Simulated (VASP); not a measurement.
# InSe (R3m) in VASP: single point with PBEsol

Aim: the single point of InSe with PBEsol.

All numbers are computed with VASP 6.6.1; they aren't measurements. Logs are shortened: lines on timing, memory, paths and dates and some standing lists are left out, and cuts for length are marked.

**Experimental background.**

“The Interaction of Hydrogen with the van der Waals Crystal γ-InSe”, 2020, pmc:7321205 reports, for a bulk crystal of InSe at 300 K: band gap 1.25 eV.

How close the calculation comes is told below.

## (1) The cell of the first run

It takes space group R3m (No. 160, trigonal). Conventional cell: a = 4.009 Å, b = 4.009 Å, c = 25.286 Å, α = 90.00°, β = 90.00°, γ = 120.00°. In (site symmetry 3m) has 3 Se at 2.64 Å and 1 In at 2.78 Å within 3.5 Å. Within 3.5 Å of In (site symmetry 3m) lie 3 Se at 2.64 Å and 1 In at 2.78 Å. Se (site symmetry 3m) has 3 In at 2.64 Å within 3.5 Å. Within 3.5 Å of Se (site symmetry 3m) lie 3 In at 2.64 Å.

## (2) Single point, PBEsol

INCAR reads:

```
PREC = Accurate
ENCUT = 520
EDIFF = 1E-6
ISMEAR = 0
SIGMA = 0.01
LREAL = F
LASPH = T
NELM = 80
ALGO = Normal
ISIF = 2
LWAVE = F
LCHARG = F
GGA = PS
NBANDS = 27
```

KPOINTS reads:

```
regular mesh
0
Gamma
  12 12 12
```

POSCAR reads:

```
InSe
1.0
    2.0044252120      1.1572554357      8.4285610817
   -2.0044252120      1.1572554357      8.4285610817
    0.0000000000     -2.3145108714      8.4285610817
In Se
2 2
Direct
    0.0011855705      0.0011855705      0.0011855705
    0.1110052136      0.1110052136      0.1110052136
    0.6173361199      0.6173361199      0.6173361199
    0.8281730959      0.8281730959      0.8281730959
```

Potentials or basis: VASP PAW PBE potentials, release 64 (In_d, Se).

Command:

```bash
$ cat potpaw_PBE.64/In_d/POTCAR potpaw_PBE.64/Se/POTCAR > POTCAR
$ mpirun -np 1 vasp_std > vasp.out
```

OUTCAR:

```text
PREC = Accurate
   ENCUT = 520
   EDIFF = 1E-6
   ISMEAR = 0
   LREAL = F
   LASPH = T
   NELM = 80
   ISIF = 2
   GGA = PS

 ion  position               nearest neighbor table
   1  0.001  0.001  0.001-   3 2.64   3 2.64   3 2.64   2 2.78
   2  0.111  0.111  0.111-   4 2.64   4 2.64   4 2.64   1 2.78
   3  0.617  0.617  0.617-   1 2.64   1 2.64   1 2.64
   4  0.828  0.828  0.828-   2 2.64   2 2.64   2 2.64

  LATTYP: Found a trigonal (rhomboedric) cell.
 ALAT       =     8.7405722056
 COS(alpha) =     0.8948207719

  Lattice vectors:

 A1 = (   2.0044252120,   1.1572554357,   8.4285610817)
 A2 = (  -2.0044252120,   1.1572554357,   8.4285610817)
 A3 = (   0.0000000000,  -2.3145108714,   8.4285610817)

Analysis of symmetry for initial positions (statically):
=====================================================================
 Subroutine PRICEL returns:
 Original cell was already a primitive cell.

 Routine SETGRP: Setting up the symmetry group for a
 trigonal (rhombohedral) supercell.

 Subroutine GETGRP returns: Found  6 space group operations
 (whereof  6 operations were pure point group operations)
 out of a pool of 12 trial point group operations.

The static configuration has the point symmetry C_3v.

Analysis of symmetry for dynamics (positions and initial velocities):
=====================================================================
 Subroutine PRICEL returns:
 Original cell was already a primitive cell.

 Routine SETGRP: Setting up the symmetry group for a
 trigonal (rhombohedral) supercell.

 Subroutine GETGRP returns: Found  6 space group operations
 (whereof  6 operations were pure point group operations)
 out of a pool of 12 trial point group operations.

The dynamic configuration has the point symmetry C_3v.

 Subroutine INISYM returns: Found  6 space group operations
 (whereof  6 operations are pure point group operations),
 and found     1 'primitive' translations

----------------------------------------------------------------------------------------

                                     Primitive cell

  volume of cell :     117.3070

  direct lattice vectors                    reciprocal lattice vectors
     2.004425212  1.157255436  8.428561082     0.249448070  0.144018910  0.039548071
    -2.004425212  1.157255436  8.428561082    -0.249448070  0.144018910  0.039548071
     0.000000000 -2.314510871  8.428561082     0.000000000 -0.288037820  0.039548071

  length of vectors
     8.740572206  8.740572206  8.740572206     0.290740152  0.290740152  0.290740152

  position of ions in fractional coordinates (direct lattice)
     0.001185570  0.001185570  0.001185570
     0.111005214  0.111005214  0.111005214
     0.617336120  0.617336120  0.617336120
     0.828173096  0.828173096  0.828173096

  ion indices of the primitive-cell ions
   primitive index   ion index
                 1           1
                 2           2
                 3           3
                 4           4

----------------------------------------------------------------------------------------

 KPOINTS: regular mesh

Automatic generation of k-mesh.
 Grid dimensions read from file:
 generate k-points for:   12   12   12

 Generating k-lattice:

  Cartesian coordinates                     Fractional coordinates (reciprocal lattice)
     0.020787339  0.012001576  0.003295673     0.083333333  0.000000000  0.000000000
    -0.020787339  0.012001576  0.003295673     0.000000000  0.083333333  0.000000000
     0.000000000 -0.024003152  0.003295673     0.000000000  0.000000000  0.083333333

  Length of vectors
     0.024228346  0.024228346  0.024228346

  Shift w.r.t. Gamma in fractional coordinates (k-lattice)
     0.000000000  0.000000000  0.000000000

 Subroutine IBZKPT returns following result:
 ===========================================

 Found    189 irreducible k-points:

 Following reciprocal coordinates:
            Coordinates               Weight
  0.000000  0.000000  0.000000      1.000000
  0.083333 -0.000000 -0.000000      6.000000
  0.166667  0.000000 -0.000000      6.000000
  0.250000  0.000000 -0.000000      6.000000
  0.333333 -0.000000  0.000000      6.000000
  0.416667 -0.000000  0.000000      6.000000
[... 16 lines left out ...]
  0.500000  0.166667 -0.000000     12.000000
 -0.416667  0.166667  0.000000     12.000000
 [... further k-points ...]
   k-points           NKPTS =    189   k-points in BZ     NKDIM =    189   number of bands    NBANDS=     27
   number of dos      NEDOS =    301   number of ions     NIONS =      4
   total plane-waves  NPLWV = 343000
   dimension x,y,z NGX =    70 NGY =   70 NGZ =   70
   dimension x,y,z NGXF=   140 NGYF=  140 NGZF=  140
   ions per type =               2   2
   NGX,Y,Z   is equivalent  to a cutoff of  13.31, 13.31, 13.31 a.u.
   NGXF,Y,Z  is equivalent  to a cutoff of  26.63, 26.63, 26.63 a.u.
 SYSTEM =  unknown system
   PREC   = accura    normal or accurate (medium, high low for compatibility)
   ISTART =      0    job   : 0-new  1-cont  2-samecut
   ICHARG =      2    charge: 1-file 2-atom 10-const
   ISPIN  =      1    spin polarized calculation?
   LNONCOLLINEAR =      F non collinear calculations
   LSORBIT =      F    spin-orbit coupling
   LASPH  =      T    aspherical Exc in radial PAW
   ENCUT  =  520.0 eV  38.22 Ry    6.18 a.u.  16.25 16.25 16.25*2*pi/ulx,y,z
   NELM   =     80;   NELMIN=  2; NELMDL= -5     # of ELM steps
   EDIFF  = 0.1E-05   stopping-criterion for ELM
   LREAL  =      F    real-space projection
   EDIFFG = 0.1E-04   stopping-criterion for IOM
   NSW    =      0    number of steps for IOM
   IBRION =     -1    ionic relax: 0-MD 1-quasi-New 2-CG
   NFREE  =      0    steps in history (QN), initial steepest desc. (CG)
   ISIF   =      2    stress and relaxation
   ISYM   =      2    0-nonsym 1-usesym 2-fastsym
   POTIM  = 0.5000    time-step for ionic-motion
   TEBEG  =    0.0;   TEEND  =   0.0 temperature during run
   PSTRESS=    0.0 pullay stress
   NELECT =      38.0000    total number of electrons
   NUPDOWN=      -1.0000    fix difference up-down
   EMIN   =  10.00;   EMAX   =-10.00  energy-range for DOS
   EFERMI =   0.00;   METHOD = LEGACY
   ISMEAR =     0;   SIGMA  =   0.01  broadening in eV -4-tet -1-fermi 0-gaus
   EFERMI_NEDOS =   21; number of points for ismear=-14 and -15
   IALGO  =     38    algorithm
   IMIX   =      4    mixing-type and parameters
     AMIX     =   0.40;   BMIX     =  1.00
     AMIX_MAG =   1.60;   BMIX_MAG =  1.00
  volume/ion in A,a.u.               =      29.33       197.91
  Fermi-wavevector in a.u.,A,eV,Ry     =   1.124333  2.124680 17.199446  1.264124
  Thomas-Fermi vector in A             =   2.261004
   LORBIT       =      0    0 simple, 1 ext, 2 COOP (PROOUT), +10 PAW based schemes
   GGA     = PS    functional components
   LHFCALC =     F    Hartree Fock is set to
   AEXX    =    0.0000 exact exchange contribution
   IVDW    =     0    specifies the selected vdW correction
   LEPSILON=     F    determine dielectric tensor
   LRPA    =     F    only Hartree local field effects (RPA)
 non-spin polarized calculation
 Gauss-broadening in eV      SIGMA  =   0.01
  energy-cutoff  :      520.00
  volume of cell :      117.31
 maximum number of plane-waves:      3188
 NGX is ok and might be reduce to    70
   NGX = 33   NGY = 33   NGZ = 33

 number of electron      38.0000004 magnetization

 Free energy of the ion-electron system (eV)
  ---------------------------------------------------
  ext. energy  EPLUGINS =         0.00000000
  ---------------------------------------------------
  free energy    TOTEN  =       -15.59886745 eV

  energy without entropy =      -15.59886745  energy(sigma->0) =      -15.59886745

 E-fermi :   4.0277     XC(G=0):  -9.0826

 val. band max:        3.9250441332   @ k =   0.5000   0.5000   0.5000
 cond. band min:       4.2817162761   @ k =   0.5000   0.5000   0.5000
 fundamental gap:      0.3566721429
 Fermi energy:         4.0277225769

 k-point     1 :       0.0000    0.0000    0.0000
  band No.  band energies     occupation
      1     -10.8163      2.00000
      2     -10.6177      2.00000
      3     -10.6177      2.00000
      4     -10.5287      2.00000
      5     -10.5287      2.00000
      6     -10.5192      2.00000
[... 19 lines left out ...]
     26       9.3844      0.00000
     27      11.2793      0.00000

 k-point     2 :       0.0833   -0.0000   -0.0000
  band No.  band energies     occupation
      1     -10.8165      2.00000
      2     -10.6482      2.00000
      3     -10.6166      2.00000
      4     -10.5615      2.00000
      5     -10.5236      2.00000
      6     -10.5213      2.00000
[... 19 lines left out ...]
     26       9.5502      0.00000
     27      11.2767      0.00000

 k-point     3 :       0.1667    0.0000   -0.0000
  band No.  band energies     occupation
      1     -10.8228      2.00000
      2     -10.7099      2.00000
      3     -10.6360      2.00000
      4     -10.6144      2.00000
      5     -10.5269      2.00000
      6     -10.5095      2.00000
[... 19 lines left out ...]
     26       9.9464      0.00000
     27      10.6285      0.00000

 k-point     4 :       0.2500    0.0000   -0.0000
  band No.  band energies     occupation
      1     -10.8552      2.00000
      2     -10.7484      2.00000
      3     -10.7165      2.00000
      4     -10.6135      2.00000
      5     -10.5344      2.00000
      6     -10.4903      2.00000
[... 19 lines left out ...]
     26      10.3017      0.00000
     27      10.5919      0.00000
[... 516 lines left out ...]
      4     -10.6232      2.00000
      5     -10.5338      2.00000
      6     -10.4738      2.00000
[... 19 lines left out ...]
     26      10.5738      0.00000
     27      10.8887      0.00000

 k-point    23 :       0.5000    0.1667   -0.0000
  band No.  band energies     occupation
      1     -10.9412      2.00000
      2     -10.8349      2.00000
      3     -10.7524      2.00000
      4     -10.6271      2.00000
      5     -10.5351      2.00000
      6     -10.4651      2.00000
[... 19 lines left out ...]
     26      10.7559      0.00000
     27      11.4234      0.00000

 k-point    24 :      -0.4167    0.1667    0.0000
  band No.  band energies     occupation
      1     -10.9519      2.00000
      2     -10.8456      2.00000
      3     -10.7513      2.00000
      4     -10.6286      2.00000
      5     -10.5356      2.00000
      6     -10.4619      2.00000
[... 19 lines left out ...]
     26      10.8528      0.00000
     27      11.6547      0.00000

 [... further k-points ...]

------------------------ aborting loop because EDIFF is reached ----------------------------------------

  FORCE on cell =-STRESS in cart. coord.  units (eV):
  Direction    XX          YY          ZZ          XY          YZ          ZX
  --------------------------------------------------------------------------------------
  -------------------------------------------------------------------------------------
  Total        0.0432741      0.0432741      0.0277253      0.0000000     -0.0000000      0.0000000
  in kB        0.5910377      0.5910377      0.3786717      0.0000000     -0.0000000      0.0000000
  external PRESSURE =       0.5202490 kB  Pullay stress =       0.0000000 kB

 VOLUME and BASIS-vectors are now :
 -----------------------------------------------------------------------------
  energy-cutoff  :      520.00
  volume of cell :      117.31
      direct lattice vectors                 reciprocal lattice vectors
     2.004425212  1.157255436  8.428561082     0.249448070  0.144018910  0.039548071
    -2.004425212  1.157255436  8.428561082    -0.249448070  0.144018910  0.039548071
     0.000000000 -2.314510871  8.428561082     0.000000000 -0.288037820  0.039548071

 POSITION                                       TOTAL-FORCE (eV/Angst)
 -----------------------------------------------------------------------------------
      0.00000      0.00000      0.02998         0.000000      0.000000      0.019932
      0.00000      0.00000      2.80684         0.000000      0.000000     -0.019981
      0.00000      0.00000     15.60977         0.000000     -0.000000     -0.018826
      0.00000      0.00000     20.94092         0.000000     -0.000000      0.018874
 -----------------------------------------------------------------------------------
    total drift:                               -0.000000      0.000000     -0.000133

  FREE ENERGIE OF THE ION-ELECTRON SYSTEM (eV)
  ---------------------------------------------------
  free  energy   TOTEN  =       -15.5988674527 eV

  energy  without entropy=      -15.5988674527  energy(sigma->0) =      -15.59886745
```

Wall time 43 min (1 thread of AMD EPYC 7R13 (Zen 3), shared host); peak memory 0.98 GiB.

What came out:

```yaml
Free_energy: -15.5989 eV
Pressure: 0.1 GPa
Largest_force: 0.020 eV/Å
Band_gap_on_the_k_mesh: 0.36 eV
```

Forces on the atoms (eV/Å):
```
In   0.000  0.000  0.020
In   0.000  0.000 -0.020
Se   0.000  0.000 -0.019
Se   0.000  0.000  0.019
```

Levels at points of the mesh, in eV from the valence-band top:
| k point | band 15 | band 16 | band 17 | band 18 | band 19 | band 20 | band 21 | band 22 | band 23 | band 24 |
| --- | --- | --- | --- | --- | --- | --- | --- | --- | --- | --- |
| (0.00, 0.00, 0.00) | -1.54 | -1.28 | -1.28 | -1.19 | -1.19 | 1.63 | 2.01 | 4.31 | 4.31 | 5.24 |
| (0.50, 0.00, 0.00) | -3.49 | -2.37 | -2.31 | -2.22 | -1.69 | 1.13 | 1.92 | 3.62 | 3.92 | 4.71 |
| (0.50, 0.50, 0.00) | -3.25 | -2.63 | -2.48 | -2.02 | -1.54 | 1.14 | 1.91 | 3.26 | 3.54 | 4.31 |
| (0.50, 0.50, 0.50) | -1.35 | -1.35 | -1.11 | -1.11 | 0.00 | 0.36 | 2.07 | 4.23 | 4.23 | 5.58 |

Caveat: semilocal functionals underestimate gaps, and a narrow one can read as zero; the PAW data sets were made with another functional, which shifts forces and pressure a little; spin-orbit coupling is left out, which moves the levels of the heavy elements.

## (3) How close it comes

Step 2. A measured gap of InSe is 1.25 eV (300 K; “The Interaction of Hydrogen with the van der Waals Crystal γ-InSe”, 2020, pmc:7321205); the calculated 0.36 eV misses it by -0.89 eV. Spin-orbit coupling on In, Se is left out. The value is that of PBEsol on a finite k mesh, which can miss the band edges, without temperature or zero-point motion. Semilocal functionals fall short of measured gaps as a rule.
